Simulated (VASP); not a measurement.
Here is a VASP 6.6.1 calculation.

File INCAR:

```
SYSTEM = InSe
ALGO = Normal
EDIFF = 1E-6
ENCUT = 520
GGA = PS
ISIF = 2
ISMEAR = 0
LASPH = .True.
LCHARG = .False.
LREAL = .False.
LWAVE = .False.
NBANDS = 27
NELM = 100
PREC = Accurate
SIGMA = 0.05
```

The input KPOINTS:

```
k-points
0
Gamma
  10 10 10
  0 0 0
```

POSCAR

```
InSe
1.0
    2.0047356624      1.1574346744      8.4195708289
   -2.0047356624      1.1574346744      8.4195708289
    0.0000000000     -2.3148693487      8.4195708289
In Se
2 2
Direct
    0.0011545547      0.0011545547      0.0011545547
    0.1110362449      0.1110362449      0.1110362449
    0.6172777834      0.6172777834      0.6172777834
    0.8282314169      0.8282314169      0.8282314169
```

Potentials or basis: VASP PAW PBE potentials, release 64 (In_d, Se).

The run is started by

```console
$ cat potpaw_PBE.64/In_d/POTCAR potpaw_PBE.64/Se/POTCAR > POTCAR
$ mpirun -np 1 vasp_std > vasp.out
```

**Question.** Predict the band gap on the k mesh.

**Answer.** 0.35 eV, direct.

**Question.** Predict the largest force.

**Answer.** 0.020 eV/Å.

Forces in eV/Å, atoms in the order of the input:
```
In   0.000  0.000  0.015
In   0.000  0.000 -0.015
Se   0.000  0.000 -0.020
Se   0.000  0.000  0.020
```

Caveat: the PAW data sets were made with another functional, which shifts forces and pressure a little; spin-orbit coupling is left out, which moves the levels of the heavy elements.

**What was measured.**

From “The Interaction of Hydrogen with the van der Waals Crystal γ-InSe”, 2020, pmc:7321205, for a bulk crystal of InSe at 300 K: band gap 1.25 eV.

Against the measured gap of InSe, 1.25 eV (300 K; “The Interaction of Hydrogen with the van der Waals Crystal γ-InSe”, 2020, pmc:7321205), the calculated 0.35 eV is off by -0.90 eV. Spin-orbit coupling on In, Se is left out. The value is that of PBEsol on a finite k mesh, which can miss the band edges, without temperature or zero-point motion. Semilocal functionals fall short of measured gaps as a rule.
